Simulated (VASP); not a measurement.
# Mo (Im-3m) in VASP: a series of runs

Mo is run at these levels: PBE; tasks: single point.

All numbers are computed with VASP 6.6.1; they aren't measurements. Logs are shortened: lines on timing, memory, paths and dates and some standing lists are left out, and cuts for length are marked.

### 1 The cell of the first run

It takes space group Im-3m (No. 229, cubic). The conventional cell has a = 3.142 Å, b = 3.142 Å, c = 3.142 Å, α = 90.00°, β = 90.00°, γ = 90.00°. Mo (site symmetry m-3m) has 14 Mo at 2.72 to 3.14 Å within 3.6 Å.

### 2 Single point, PBE

INCAR

```
PREC     = Accurate       # precision mode
ENCUT    = 520            # plane-wave cutoff, eV
EDIFF    = 1E-7           # SCF threshold, eV
ISMEAR   = 0              # smearing method
SIGMA    = 0.15           # smearing width, eV
LREAL    = F              # projectors in reciprocal space
LASPH    = T              # aspherical terms in the spheres
NELM     = 100            # most SCF steps
ALGO     = Fast           # electronic algorithm
ISIF     = 2              # what is computed and relaxed
LWAVE    = F              # write WAVECAR
LCHARG   = F              # write CHGCAR
GGA      = PE             # functional
NBANDS   = 13             # bands
```

KPOINTS

```
regular mesh
0
Gamma
  22 22 22
```

POSCAR

```
Mo
1.0
   -1.5710000000      1.5710000000      1.5710000000
    1.5710000000     -1.5710000000      1.5710000000
    1.5710000000      1.5710000000     -1.5710000000
Mo
1
Direct
    0.0000000000      0.0000000000      0.0000000000
```

Potentials or basis: VASP PAW PBE potentials, release 64 (Mo_sv).

Run with:

```
> cat potpaw_PBE.64/Mo_sv/POTCAR > POTCAR
> mpirun -np 1 vasp_std > vasp.out
```

OUTCAR:

```text
PREC = Accurate
   ENCUT = 520
   EDIFF = 1E-7
   ISMEAR = 0
   LREAL = F
   LASPH = T
   NELM = 100
   ISIF = 2
   GGA = PE

 ion  position               nearest neighbor table
   1  0.000  0.000  0.000-

  LATTYP: Found a body centered cubic cell.
 ALAT       =     3.1420000000

  Lattice vectors:

 A1 = (  -1.5710000000,   1.5710000000,   1.5710000000)
 A2 = (   1.5710000000,  -1.5710000000,   1.5710000000)
 A3 = (   1.5710000000,   1.5710000000,  -1.5710000000)

Analysis of symmetry for initial positions (statically):
=====================================================================
 Subroutine PRICEL returns:
 Original cell was already a primitive cell.

 Routine SETGRP: Setting up the symmetry group for a
 body centered cubic supercell.

 Subroutine GETGRP returns: Found 48 space group operations
 (whereof 48 operations were pure point group operations)
 out of a pool of 48 trial point group operations.

The static configuration has the point symmetry O_h .

Analysis of symmetry for dynamics (positions and initial velocities):
=====================================================================
 Subroutine PRICEL returns:
 Original cell was already a primitive cell.

 Routine SETGRP: Setting up the symmetry group for a
 body centered cubic supercell.

 Subroutine GETGRP returns: Found 48 space group operations
 (whereof 48 operations were pure point group operations)
 out of a pool of 48 trial point group operations.

The dynamic configuration has the point symmetry O_h .

 Subroutine INISYM returns: Found 48 space group operations
 (whereof 48 operations are pure point group operations),
 and found     1 'primitive' translations

----------------------------------------------------------------------------------------

                                     Primitive cell

  volume of cell :      15.5092

  direct lattice vectors                    reciprocal lattice vectors
    -1.571000000  1.571000000  1.571000000     0.000000000  0.318268619  0.318268619
     1.571000000 -1.571000000  1.571000000     0.318268619  0.000000000  0.318268619
     1.571000000  1.571000000 -1.571000000     0.318268619  0.318268619  0.000000000

  length of vectors
     2.721051819  2.721051819  2.721051819     0.450099797  0.450099797  0.450099797

  position of ions in fractional coordinates (direct lattice)
     0.000000000  0.000000000  0.000000000

[... 81 lines left out ...]
   ISIF   =      2    stress and relaxation
   ISYM   =      2    0-nonsym 1-usesym 2-fastsym
   POTIM  = 0.5000    time-step for ionic-motion
   TEBEG  =    0.0;   TEEND  =   0.0 temperature during run
   PSTRESS=    0.0 pullay stress
   NELECT =      14.0000    total number of electrons
   NUPDOWN=      -1.0000    fix difference up-down
   EMIN   =  10.00;   EMAX   =-10.00  energy-range for DOS
   EFERMI =   0.00;   METHOD = LEGACY
   ISMEAR =     0;   SIGMA  =   0.15  broadening in eV -4-tet -1-fermi 0-gaus
   EFERMI_NEDOS =   21; number of points for ismear=-14 and -15
   IALGO  =     68    algorithm
   IMIX   =      4    mixing-type and parameters
     AMIX     =   0.40;   BMIX     =  1.00
     AMIX_MAG =   1.60;   BMIX_MAG =  1.00
  volume/ion in A,a.u.               =      15.51       104.66
  Fermi-wavevector in a.u.,A,eV,Ry     =   1.582176  2.989878 34.059184  2.503279
  Thomas-Fermi vector in A             =   2.682139
   LORBIT       =      0    0 simple, 1 ext, 2 COOP (PROOUT), +10 PAW based schemes
   GGA     = PE    functional components
   LHFCALC =     F    Hartree Fock is set to
   AEXX    =    0.0000 exact exchange contribution
   IVDW    =     0    specifies the selected vdW correction
   LEPSILON=     F    determine dielectric tensor
   LRPA    =     F    only Hartree local field effects (RPA)
 non-spin polarized calculation
 RMM-DIIS sequential band-by-band and
 Gauss-broadening in eV      SIGMA  =   0.15
  energy-cutoff  :      520.00
  volume of cell :       15.51
 maximum number of plane-waves:       430
   NGX = 11   NGY = 11   NGZ = 11

 number of electron      14.0000000 magnetization

 Free energy of the ion-electron system (eV)
  ---------------------------------------------------
  ext. energy  EPLUGINS =         0.00000000
  ---------------------------------------------------
  free energy    TOTEN  =       -10.93264994 eV

  energy without entropy =      -10.92516254  energy(sigma->0) =      -10.92890624

 E-fermi :  12.7109     XC(G=0): -13.4347

 val. band max:       12.7002388583   @ k =  -0.3182   0.3182   0.1818
 cond. band min:      12.7134079929   @ k =  -0.3182   0.3636   0.2727
 fundamental gap:      0.0131691346
 Fermi energy:        12.7109267088

 k-point     1 :       0.0000    0.0000    0.0000
  band No.  band energies     occupation
      1     -48.5593      2.00000
      2     -21.8073      2.00000
      3     -21.8073      2.00000
      4     -21.8073      2.00000
      5       5.4590      2.00000
      6      11.3426      2.00000
      7      11.3426      2.00000
      8      11.3426      2.00000
      9      14.3977      0.00000
     10      14.3977      0.00000
     11      27.5645      0.00000
     12      27.5645      0.00000
     13      27.5645      0.00000
[... 354 lines left out ...]
  band No.  band energies     occupation
      1     -48.4676      2.00000
      2     -22.3112      2.00000
      3     -21.9395      2.00000
      4     -21.8471      2.00000
      5       6.9789      2.00000
      6      10.6499      2.00000
      7      10.8509      2.00000
      8      13.0526      0.00128
      9      13.6004      0.00000
     10      14.6152      0.00000
     11      28.5072      0.00000
     12      29.2566      0.00000
     13      29.8695      0.00000

 [... further k-points ...]

------------------------ aborting loop because EDIFF is reached ----------------------------------------

  FORCE on cell =-STRESS in cart. coord.  units (eV):
  Direction    XX          YY          ZZ          XY          YZ          ZX
  --------------------------------------------------------------------------------------
  -------------------------------------------------------------------------------------
  Total        0.5184319      0.5184319      0.5184319      0.0000000      0.0000000     -0.0000000
  in kB       53.5566896     53.5566896     53.5566896      0.0000000      0.0000000     -0.0000000
  external PRESSURE =      53.5566896 kB  Pullay stress =       0.0000000 kB

 VOLUME and BASIS-vectors are now :
 -----------------------------------------------------------------------------
  energy-cutoff  :      520.00
  volume of cell :       15.51
      direct lattice vectors                 reciprocal lattice vectors
    -1.571000000  1.571000000  1.571000000     0.000000000  0.318268619  0.318268619
     1.571000000 -1.571000000  1.571000000     0.318268619  0.000000000  0.318268619
     1.571000000  1.571000000 -1.571000000     0.318268619  0.318268619  0.000000000

 POSITION                                       TOTAL-FORCE (eV/Angst)
 -----------------------------------------------------------------------------------
      0.00000      0.00000      0.00000         0.000000     -0.000000     -0.000000
 -----------------------------------------------------------------------------------
    total drift:                                0.000000     -0.000000      0.000000

  FREE ENERGIE OF THE ION-ELECTRON SYSTEM (eV)
  ---------------------------------------------------
  free  energy   TOTEN  =       -10.9326499390 eV

  energy  without entropy=      -10.9251625370  energy(sigma->0) =      -10.92890624
```

OSZICAR:

```text
N       E                     dE             d eps       ncg     rms          rms(c)
DAV:   1     0.932610020310E+02    0.93261E+02   -0.80691E+03  8628   0.110E+03
DAV:   2    -0.104456804004E+02   -0.10371E+03   -0.99824E+02  9688   0.312E+02
DAV:   3    -0.115793121505E+02   -0.11336E+01   -0.11303E+01  9658   0.327E+01
DAV:   4    -0.115818529414E+02   -0.25408E-02   -0.25408E-02  9443   0.188E+00
DAV:   5    -0.115818692995E+02   -0.16358E-04   -0.16358E-04  9763   0.134E-01    0.150E+01
RMM:   6    -0.110140618802E+02    0.56781E+00   -0.66916E-01  8560   0.768E+00    0.446E+00
RMM:   7    -0.109354593103E+02    0.78603E-01   -0.20181E-01  8743   0.416E+00    0.107E+00
RMM:   8    -0.109328707678E+02    0.25885E-02   -0.10416E-02  9391   0.112E+00    0.154E-01
RMM:   9    -0.109326614809E+02    0.20929E-03   -0.11052E-03  9490   0.350E-01    0.443E-02
RMM:  10    -0.109326512568E+02    0.10224E-04   -0.18532E-04  9748   0.148E-01    0.205E-02
RMM:  11    -0.109326500279E+02    0.12289E-05   -0.14797E-05  9696   0.482E-02    0.169E-03
RMM:  12    -0.109326498224E+02    0.20547E-06   -0.32965E-06  9660   0.202E-02    0.133E-03
RMM:  13    -0.109326500907E+02   -0.26828E-06   -0.50127E-07  8216   0.912E-03    0.948E-04
RMM:  14    -0.109326499351E+02    0.15559E-06   -0.16781E-07  6059   0.454E-03    0.283E-04
RMM:  15    -0.109326499390E+02   -0.39099E-08   -0.17622E-08  4038   0.163E-03
   1 F= -.10932650E+02 E0= -.10928906E+02  d E =-.748740E-02
```

Run time: 33 s. Hardware: 1 thread of Intel Xeon Platinum 8488C (Sapphire Rapids), shared host; peak memory 0.17 GiB.

What came out:

* Free energy: -10.9326 eV
* Pressure: 5.4 GPa
* Band gap on the k mesh: zero (band 7 reaches 16.75 eV, above the bottom of band 8 at 11.34 eV)

Levels at points of the mesh, in eV from the Fermi level:
```csv
k point,band 5,band 6,band 7,band 8,band 9,band 10
"(0.00, 0.00, 0.00)",-7.25,-1.37,-1.37,-1.37,1.69,1.69
"(0.50, 0.00, 0.00)",-5.36,-3.43,1.67,1.72,2.36,4.81
"(0.50, 0.50, 0.50)",-5.49,-5.49,4.04,4.04,4.04,9.14
```

### 3 Single point, PBE

INCAR

```
SYSTEM = Mo
PREC = Accurate ; ENCUT = 520
EDIFF = 1E-6 ; ISMEAR = 0
SIGMA = 0.15 ; LREAL = .False.
LASPH = .True. ; NELM = 80
ALGO = Normal ; ISIF = 2
LWAVE = .False. ; LCHARG = .True.
GGA = PE ; LELF = .True.
LVHAR = .True. ; NBANDS = 13
```

KPOINTS

```
Automatic mesh
0
Gamma
  24 24 24
  0 0 0
```

POSCAR is that of step 2.

Potentials or basis: VASP PAW PBE potentials, release 64 (Mo_sv).

Run with:

```
> cat potpaw_PBE.64/Mo_sv/POTCAR > POTCAR
> mpirun -np 1 vasp_std > vasp.out
```

Wall time 30 s (1 thread of Intel Xeon Platinum 8488C (Sapphire Rapids), shared host); peak memory 0.18 GiB.

It converged, with:

```
Free energy            : -10.9335 eV
Pressure               : 5.4 GPa
Band gap on the k mesh : zero (band 7 reaches 16.75 eV, above the bottom of band 8 at 11.34 eV)
```

Levels at points of the mesh, in eV from the Fermi level:
| k point | band 4 | band 5 | band 6 | band 7 | band 8 | band 9 | band 10 | band 11 |
| --- | --- | --- | --- | --- | --- | --- | --- | --- |
| (0.00, 0.00, 0.00) | -34.57 | -7.30 | -1.42 | -1.42 | -1.42 | 1.63 | 1.63 | 14.80 |
| (0.50, 0.00, 0.00) | -34.58 | -5.41 | -3.48 | 1.61 | 1.67 | 2.30 | 4.76 | 11.73 |
| (0.50, 0.50, 0.50) | -35.56 | -5.54 | -5.54 | 3.98 | 3.98 | 3.98 | 9.08 | 9.08 |

(Part 1 of 2 ends here.)
